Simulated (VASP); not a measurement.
# Li4H3F (P1) in VASP: a series of runs, part 3 of 3

VASP 6.6.1. Earlier steps stand in the parts before.

## 4. Relaxation of volume and atoms at fixed shape, PBEsol

This run uses another cell than the first one, of 7.92 Å³/atom.

Contents of INCAR:

```
ALGO = Normal
EDIFF = 1E-6
EDIFFG = -0.03
ENCUT = 600
GGA = PS
IBRION = 2
ISIF = 8
ISMEAR = -1
ISYM = 0
LASPH = T
LCHARG = F
LREAL = Auto
LWAVE = F
NELM = 80
NSW = 100
PREC = Accurate
SIGMA = 0.05
```

Contents of KPOINTS:

```
Automatic mesh
0
Gamma
  1 1 1
  0.25 0.25 0.25
```

Contents of POSCAR:

```
Li4H3F
1.0
    7.9737500000      0.0000000000      0.0000000000
    0.0000000000      7.9737500000      0.0000000000
    0.0000000000      0.0000000000      7.9737500000
H F Li
24 8 32
Direct
    0.2473310000      0.0018070000      0.0022720000
    0.2474800000      0.4974150000      0.0016100000
    0.2472410000      0.4965420000      0.4954360000
    0.7529490000      0.9991790000      0.0038200000
    0.7511870000      0.0030580000      0.5042470000
    0.7488850000      0.4983640000      0.0017110000
    0.7511010000      0.4975140000      0.4982790000
    0.9998840000      0.2495990000      0.0033350000
    0.0015970000      0.2444440000      0.4989040000
    0.0001440000      0.7448530000      0.9971620000
    0.0005500000      0.7522810000      0.4991440000
    0.5014340000      0.2487360000      0.9970090000
    0.4996900000      0.2464030000      0.4992200000
    0.4955320000      0.7509880000      0.0012610000
    0.4983180000      0.7515130000      0.4992880000
    0.9975720000      0.9937440000      0.7469530000
    0.9986710000      0.4989720000      0.7497460000
    0.5031740000      0.0002870000      0.2494680000
    0.5032990000      0.9973850000      0.7446620000
    0.4962630000      0.4972050000      0.7498880000
    0.2513320000      0.2541300000      0.2463420000
    0.2505660000      0.7507550000      0.2484600000
    0.7497940000      0.2475360000      0.2460010000
    0.7529700000      0.7491330000      0.2470840000
    0.2508290000      0.9977560000      0.5010740000
    0.9962650000      0.0021300000      0.2544040000
    0.0006940000      0.4985290000      0.2492290000
    0.5044970000      0.5034910000      0.2508390000
    0.2525800000      0.2477770000      0.7482370000
    0.2502280000      0.7528470000      0.7471280000
    0.7516540000      0.2476060000      0.7493800000
    0.7533240000      0.7505060000      0.7452630000
    0.0011160000      0.9963870000      0.9969580000
    0.0012170000      0.0012720000      0.5019340000
    0.0017480000      0.4990250000      0.0008830000
    0.0021060000      0.5028640000      0.5002990000
    0.5046290000      0.0029380000      0.9981580000
    0.4989610000      0.0005170000      0.5017670000
    0.4987930000      0.4943890000      0.9996270000
    0.4990210000      0.5013290000      0.4992690000
    0.2527500000      0.2547830000      0.9985030000
    0.2494220000      0.2469060000      0.5021180000
    0.2490540000      0.7548380000      0.0022490000
    0.2487980000      0.7483390000      0.5007830000
    0.7514500000      0.2485350000      0.9979080000
    0.7467250000      0.2486820000      0.4981320000
    0.7469260000      0.7515530000      0.0014740000
    0.7513040000      0.7527320000      0.5021310000
    0.2498990000      0.9991310000      0.2514440000
    0.2533220000      0.0058320000      0.7504490000
    0.2498680000      0.4988810000      0.2518190000
    0.2480290000      0.4981080000      0.7509540000
    0.7483520000      0.9982520000      0.2527670000
    0.7483400000      0.0028790000      0.7539590000
    0.7516260000      0.4997050000      0.2493980000
    0.7526030000      0.5008500000      0.7534970000
    0.0011290000      0.2491490000      0.2520150000
    0.0043890000      0.2521840000      0.7487970000
    0.0038320000      0.7438270000      0.2459480000
    0.9994190000      0.7521250000      0.7478120000
    0.4969270000      0.2550480000      0.2536530000
    0.4962470000      0.2490500000      0.7499640000
    0.5054720000      0.7497610000      0.2543420000
    0.4989240000      0.7505010000      0.7538310000
```

Potentials or basis: VASP PAW PBE potentials, release 64 (H, F, Li_sv).

On the command line:

```sh
cat potpaw_PBE.64/H/POTCAR potpaw_PBE.64/F/POTCAR potpaw_PBE.64/Li_sv/POTCAR > POTCAR
mpirun -np 1 vasp_std > vasp.out
```

OUTCAR:

```text
EDIFF = 1E-6
   EDIFFG = -0.03
   ENCUT = 600
   GGA = PS
   IBRION = 2
   ISIF = 8
   ISMEAR = -1
   ISYM = 0
   LASPH = T
   LREAL = Auto
   NELM = 80
   NSW = 100
   PREC = Accurate

 ion  position               nearest neighbor table
   1  0.247  0.002  0.002-
   2  0.247  0.497  0.002-
   3  0.247  0.497  0.495-
   4  0.753  0.999  0.004-
   5  0.751  0.003  0.504-
   6  0.749  0.498  0.002-
[... 28 lines left out ...]
  35  0.002  0.499  0.001-  27 1.98
  36  0.002  0.503  0.500-  27 2.00
  37  0.505  0.003  0.998-
  38  0.499  0.001  0.502-  25 1.98
  39  0.499  0.494  1.000-  28 2.00
  40  0.499  0.501  0.499-  28 1.98
  41  0.253  0.255  0.999-  29 2.00
  42  0.249  0.247  0.502-  29 1.96  25 1.99
  43  0.249  0.755  0.002-  30 2.03
  44  0.249  0.748  0.501-  30 1.96  25 1.99
  45  0.751  0.249  0.998-  31 1.98
  46  0.747  0.249  0.498-  31 2.00
  47  0.747  0.752  0.001-  32 2.04
  48  0.751  0.753  0.502-  32 1.94
  49  0.250  0.999  0.251-  25 1.99  26 2.02
  50  0.253  0.006  0.750-  29 1.93  25 1.99  30 2.02
  51  0.250  0.499  0.252-  27 1.99  28 2.03
  52  0.248  0.498  0.751-  29 2.00  30 2.03
  53  0.748  0.998  0.253-  26 1.98
  54  0.748  0.003  0.754-  31 1.95  32 2.01
  55  0.752  0.500  0.249-  28 1.97  27 1.99
  56  0.753  0.501  0.753-  32 1.99  31 2.02
  57  0.001  0.249  0.252-  26 1.97  27 1.99
  58  0.004  0.252  0.749-  29 1.98  31 2.02
  59  0.004  0.744  0.246-  27 1.96  26 2.06
  60  0.999  0.752  0.748-  32 1.96  30 2.00
  61  0.497  0.255  0.254-  28 1.98
  62  0.496  0.249  0.750-  29 1.94  31 2.04
  63  0.505  0.750  0.254-  28 1.96
  64  0.499  0.751  0.754-  30 1.98  32 2.03

IMPORTANT INFORMATION: All symmetrisations will be switched off!
NOSYMM: (Re-)initialisation of all symmetry stuff for point group C_1.

----------------------------------------------------------------------------------------

                                     Primitive cell

  volume of cell :     506.9765

  direct lattice vectors                    reciprocal lattice vectors
     7.973750000  0.000000000  0.000000000     0.125411507  0.000000000  0.000000000
     0.000000000  7.973750000  0.000000000     0.000000000  0.125411507  0.000000000
     0.000000000  0.000000000  7.973750000     0.000000000  0.000000000  0.125411507

  length of vectors
     7.973750000  7.973750000  7.973750000     0.125411507  0.125411507  0.125411507

  position of ions in fractional coordinates (direct lattice)
     0.247331000  0.001807000  0.002272000
     0.247480000  0.497415000  0.001610000
     0.247241000  0.496542000  0.495436000
     0.752949000  0.999179000  0.003820000
     0.751187000  0.003058000  0.504247000
     0.748885000  0.498364000  0.001711000
[... 56 lines left out ...]
     0.505472000  0.749761000  0.254342000
     0.498924000  0.750501000  0.753831000

  ion indices of the primitive-cell ions
   primitive index   ion index
                 1           1
                 2           2
                 3           3
                 4           4
                 5           5
                 6           6
[... 56 lines left out ...]
                63          63
                64          64

----------------------------------------------------------------------------------------

 KPOINTS: Automatic mesh

Automatic generation of k-mesh.
 Grid dimensions read from file:
 generate k-points for:    1    1    1

[... 21 lines left out ...]
 -0.250000  0.250000  0.250000      2.000000
 -0.250000 -0.250000  0.250000      2.000000
  0.250000 -0.250000  0.250000      2.000000
   k-points           NKPTS =      4   k-points in BZ     NKDIM =      4   number of bands    NBANDS=    121
   number of dos      NEDOS =    301   number of ions     NIONS =     64
   total plane-waves  NPLWV = 262144
   dimension x,y,z NGX =    64 NGY =   64 NGZ =   64
   dimension x,y,z NGXF=   128 NGYF=  128 NGZF=  128
   ions per type =              24   8  32
   NGX,Y,Z   is equivalent  to a cutoff of  13.34, 13.34, 13.34 a.u.
   NGXF,Y,Z  is equivalent  to a cutoff of  26.69, 26.69, 26.69 a.u.
 SYSTEM =  unknown system
   PREC   = accura    normal or accurate (medium, high low for compatibility)
   ISTART =      0    job   : 0-new  1-cont  2-samecut
   ICHARG =      2    charge: 1-file 2-atom 10-const
   ISPIN  =      1    spin polarized calculation?
   LNONCOLLINEAR =      F non collinear calculations
   LSORBIT =      F    spin-orbit coupling
   LASPH  =      T    aspherical Exc in radial PAW
   ENCUT  =  600.0 eV  44.10 Ry    6.64 a.u.  15.93 15.93 15.93*2*pi/ulx,y,z
   NELM   =     80;   NELMIN=  2; NELMDL= -5     # of ELM steps
   EDIFF  = 0.1E-05   stopping-criterion for ELM
   LREAL  =      T    real-space projection
   EDIFFG = -.3E-01   stopping-criterion for IOM
   NSW    =    100    number of steps for IOM
   IBRION =      2    ionic relax: 0-MD 1-quasi-New 2-CG
   NFREE  =      1    steps in history (QN), initial steepest desc. (CG)
   ISIF   =      8    stress and relaxation
   ISYM   =      0    0-nonsym 1-usesym 2-fastsym
   POTIM  = 0.5000    time-step for ionic-motion
   TEBEG  =    0.0;   TEEND  =   0.0 temperature during run
   PSTRESS=    0.0 pullay stress
   NELECT =     176.0000    total number of electrons
   NUPDOWN=      -1.0000    fix difference up-down
   EMIN   =  10.00;   EMAX   =-10.00  energy-range for DOS
   EFERMI =   0.00;   METHOD = LEGACY
   ISMEAR =    -1;   SIGMA  =   0.05  broadening in eV -4-tet -1-fermi 0-gaus
   EFERMI_NEDOS =   21; number of points for ismear=-14 and -15
   IALGO  =     38    algorithm
   IMIX   =      4    mixing-type and parameters
     AMIX     =   0.40;   BMIX     =  1.00
     AMIX_MAG =   1.60;   BMIX_MAG =  1.00
  volume/ion in A,a.u.               =       7.92        53.46
  Fermi-wavevector in a.u.,A,eV,Ry     =   1.150579  2.174279 18.011828  1.323832
  Thomas-Fermi vector in A             =   2.287242
   LORBIT       =      0    0 simple, 1 ext, 2 COOP (PROOUT), +10 PAW based schemes
   GGA     = PS    functional components
   LHFCALC =     F    Hartree Fock is set to
   AEXX    =    0.0000 exact exchange contribution
   IVDW    =     0    specifies the selected vdW correction
   LEPSILON=     F    determine dielectric tensor
   LRPA    =     F    only Hartree local field effects (RPA)
 conjugate gradient relaxation of ions
 non-spin polarized calculation
  energy-cutoff  :      600.00
  volume of cell :      506.98
 maximum number of plane-waves:     16869
   NGX = 31   NGY = 31   NGZ = 31

--------------------------------------- Ionic step        1  -------------------------------------------

 number of electron     176.0000030 magnetization

 Free energy of the ion-electron system (eV)
  ---------------------------------------------------
  ext. energy  EPLUGINS =         0.00000000
  ---------------------------------------------------
  free energy    TOTEN  =      -224.53405171 eV

  energy without entropy =     -224.53405171  energy(sigma->0) =     -224.53405171

------------------------ aborting loop because EDIFF is reached ----------------------------------------

  FORCE on cell =-STRESS in cart. coord.  units (eV):
  Direction    XX          YY          ZZ          XY          YZ          ZX
  --------------------------------------------------------------------------------------
  -------------------------------------------------------------------------------------
  Total        0.7727789      0.8520721      0.8596014     -0.0190880     -0.0241293     -0.0333408
  in kB        2.4421820      2.6927688      2.7165633     -0.0603232     -0.0762547     -0.1053657
  external PRESSURE =       2.6171713 kB  Pullay stress =       0.0000000 kB
[... 575 lines left out ...]
--------------------------------------- Ionic step        7  -------------------------------------------

 number of electron     176.0000277 magnetization

 Free energy of the ion-electron system (eV)
  ---------------------------------------------------
  ext. energy  EPLUGINS =         0.00000000
  ---------------------------------------------------
  free energy    TOTEN  =      -224.70659666 eV

  energy without entropy =     -224.70659666  energy(sigma->0) =     -224.70659666

 E-fermi :   1.6508     XC(G=0):  -9.0626

 val. band max:        0.3482183138   @ k =   0.2500  -0.2500   0.2500
 cond. band min:       4.9973812794   @ k =  -0.2500  -0.2500   0.2500
 fundamental gap:      4.6491629656
 Fermi energy:         1.6507715293

 k-point     1 :       0.2500    0.2500    0.2500
  band No.  band energies     occupation
      1     -42.9676      2.00000
      2     -42.9253      2.00000
      3     -42.9172      2.00000
      4     -42.9126      2.00000
      5     -42.9073      2.00000
      6     -42.9051      2.00000
[... 401 lines left out ...]
     99       6.3440      0.00000
    100       6.5567      0.00000
 [bands above 100 left out]

------------------------ aborting loop because EDIFF is reached ----------------------------------------

  FORCE on cell =-STRESS in cart. coord.  units (eV):
  Direction    XX          YY          ZZ          XY          YZ          ZX
  --------------------------------------------------------------------------------------
  -------------------------------------------------------------------------------------
  Total       -0.0808035     -0.1073176      0.2291232      0.0000686     -0.0019089     -0.0622466
  in kB       -0.2539335     -0.3372567      0.7200434      0.0002156     -0.0059988     -0.1956166
  external PRESSURE =       0.0429510 kB  Pullay stress =       0.0000000 kB
[... 79 lines left out ...]
  FREE ENERGIE OF THE ION-ELECTRON SYSTEM (eV)
  ---------------------------------------------------
  free  energy   TOTEN  =      -224.7065966631 eV

  energy  without entropy=     -224.7065966631  energy(sigma->0) =     -224.70659666

 reached required accuracy - stopping structural energy minimisation
```

Wall time 19 min (1 thread of AMD EPYC 9R45 (Zen 5), shared host); peak memory 0.72 GiB.

Results:

- Free energy: -224.7066 eV
- Relaxed volume: 7.97 Å³/atom
- Relaxed cell: a = 7.989 Å, b = 7.989 Å, c = 7.989 Å, α = 90.00°, β = 90.00°, γ = 90.00°
- Space group after relaxing (to 0.1 Å): Pm (No. 6)
- Energy gained by relaxing: 2.7 meV/atom
- Ionic steps: 7
- Pressure after relaxing: 0.0 GPa
- Largest force after relaxing: 0.022 eV/Å
- Band gap on the k mesh: 4.65 eV

Forces in eV/Å, atoms in the order of the input:
```
H    0.009 -0.012  0.002
H    0.002  0.000 -0.003
H    0.007  0.001  0.000
H   -0.005  0.006  0.004
H    0.003 -0.005 -0.005
H    0.004  0.004  0.002
H   -0.007  0.003  0.001
H   -0.001  0.007  0.004
H   -0.003  0.010 -0.001
H    0.000  0.007  0.009
H   -0.005 -0.002  0.007
H   -0.005  0.004  0.009
H    0.003  0.003  0.006
H    0.005 -0.010  0.000
H   -0.003  0.000 -0.003
H   -0.005 -0.002  0.005
H   -0.003  0.000  0.010
H   -0.006 -0.004 -0.005
H   -0.006  0.001  0.003
H    0.008  0.000  0.006
H   -0.005  0.000  0.000
H    0.003 -0.006 -0.003
H    0.006  0.001  0.000
H   -0.012 -0.002 -0.004
F    0.007  0.007  0.005
F   -0.007  0.011  0.000
F    0.011  0.012 -0.007
F    0.000  0.002 -0.006
F    0.015  0.008 -0.001
F    0.007 -0.006  0.002
F   -0.009 -0.005  0.006
F    0.015  0.004 -0.005
Li   0.001  0.000 -0.010
Li  -0.004 -0.001  0.003
Li  -0.003  0.002 -0.002
Li   0.001  0.010  0.004
Li   0.004 -0.012 -0.018
Li   0.004  0.004  0.000
Li   0.007 -0.001 -0.006
Li   0.006 -0.002 -0.008
Li   0.004 -0.001  0.002
Li   0.003 -0.005 -0.002
Li  -0.006 -0.004 -0.004
Li  -0.001 -0.006  0.005
Li  -0.008  0.001 -0.003
Li   0.000 -0.008 -0.013
Li   0.003  0.009  0.014
Li  -0.007 -0.002 -0.016
Li   0.001 -0.003  0.003
Li  -0.006 -0.004 -0.006
Li  -0.004 -0.010  0.000
Li   0.005  0.003 -0.004
Li  -0.008 -0.009 -0.002
Li  -0.005  0.000  0.000
Li  -0.005  0.004  0.004
Li   0.000 -0.002 -0.001
Li   0.000  0.007 -0.001
Li  -0.008  0.001  0.007
Li  -0.007 -0.004  0.011
Li   0.002  0.000 -0.001
Li   0.001 -0.004  0.000
Li   0.002 -0.007  0.012
Li   0.002 -0.001  0.000
Li   0.002  0.008 -0.005
```

Stress tensor (GPa, compression positive):
```
-0.03  0.00 -0.02
 0.00 -0.03  0.00
-0.02  0.00  0.07
```

Step by step:
```csv
step,energy change (eV),largest force (eV/Å),pressure (GPa),volume (Å³)
1,0.0000,0.3017,0.26,506.98
2,-0.0654,0.2107,0.16,507.93
3,-0.1467,0.1128,-0.09,510.70
4,-0.1613,0.0709,-0.06,510.41
5,-0.1707,0.0330,-0.01,509.96
6,-0.1707,0.0379,-0.01,509.92
7,-0.1725,0.0222,0.00,509.82
```

Final structure:
```
H F Li
1.0
     7.98865    0.00000    0.00000
     0.00000    7.98865    0.00000
     0.00000    0.00000    7.98865
H F Li
24 8 32
Cartesian
  2.0028 0.0034 0.0064
  1.9991 3.9927 7.9883
  1.9967 3.9923 3.9926
  5.9924 7.9842 0.0069
  5.9863 7.9881 3.9922
  5.9902 3.9896 0.0002
  5.9941 3.9904 3.9937
  0.0023 1.9912 0.0001
  7.9834 1.9966 3.9914
  0.0019 5.9848 7.9864
  7.9833 5.9818 3.9905
  3.9992 1.9909 0.0015
  4.0011 1.9956 3.9861
  3.9943 5.9985 0.0067
  4.0038 5.9895 3.9894
  7.9836 7.9853 5.9995
  0.0027 3.9911 5.9890
  4.0066 0.0008 1.9950
  4.0065 7.9879 5.9989
  3.9914 3.9922 5.9912
  2.0092 1.9961 1.9895
  2.0069 5.9920 1.9898
  5.9876 1.9888 1.9948
  5.9938 5.9946 1.9961
  1.9953 7.9856 3.9967
  0.0090 7.9835 2.0015
  7.9885 3.9878 1.9955
  3.9979 3.9936 1.9974
  1.9968 1.9896 5.9869
  1.9986 5.9954 5.9881
  5.9950 1.9969 5.9915
  5.9883 5.9866 5.9950
  0.0029 7.9847 0.0262
  0.0085 7.9851 3.9729
  0.0035 3.9898 0.0224
  7.9882 3.9880 3.9684
  3.9978 0.0047 0.0235
  3.9908 7.9853 3.9784
  3.9925 3.9916 0.0254
  3.9956 3.9948 3.9729
  2.0026 1.9899 7.9673
  2.0019 1.9873 4.0122
  2.0063 5.9982 7.9689
  2.0018 6.0011 4.0117
  5.9921 1.9892 7.9695
  5.9885 1.9927 4.0173
  5.9868 5.9913 7.9669
  5.9920 5.9939 4.0187
  1.9943 0.0008 2.0050
  2.0016 7.9880 5.9862
  2.0006 3.9962 1.9963
  1.9946 3.9923 5.9898
  6.0056 7.9885 2.0003
  5.9958 7.9863 5.9951
  5.9971 3.9903 1.9962
  5.9938 3.9909 5.9926
  7.9880 1.9966 1.9934
  7.9882 1.9965 5.9918
  0.0003 5.9835 1.9894
  7.9853 5.9845 5.9951
  4.0022 2.0094 1.9930
  4.0014 2.0006 5.9902
  4.0043 5.9803 1.9934
  3.9990 5.9854 5.9980
```

Caveat: the cutoff is under 1.25 times the usual one of these potentials, so pressure, stress and relaxed cells hold a basis-set (Pulay) error; the PAW data sets were made with another functional, which shifts forces and pressure a little; a shifted mesh leaves out Γ, where band edges can lie. A k mesh can miss the band edges.

## 5. Overview

```csv
task,level,cell,cutoff (eV),gap on the mesh (eV),largest force (eV/Å)
single point,PBEsol,"a = 7.999 Å, 64 atoms, atomic positions A",520,4.65,0.02
single point,r2SCAN,"a = 7.999 Å, 64 atoms, atomic positions A",520,5.52,0.08
relaxation of volume and atoms at fixed shape,PBEsol,"relaxed from a = 7.974 Å, 64 atoms, atomic positions B",600,4.65,0.02
```

Alike in all rows: potentials or basis VASP PAW PBE potentials, release 64 (H, F, Li_sv); no spin polarisation; k mesh 1 × 1 × 1, shifted; smearing fermi-dirac 0.05 eV.

Caveats: the cutoff is under 1.25 times the usual one of these potentials, so pressure, stress and relaxed cells hold a basis-set (Pulay) error; the PAW data sets were made with another functional, which shifts forces and pressure a little; a shifted mesh leaves out Γ, where band edges can lie.

Absolute energies hang on the potentials; compare differences alone.
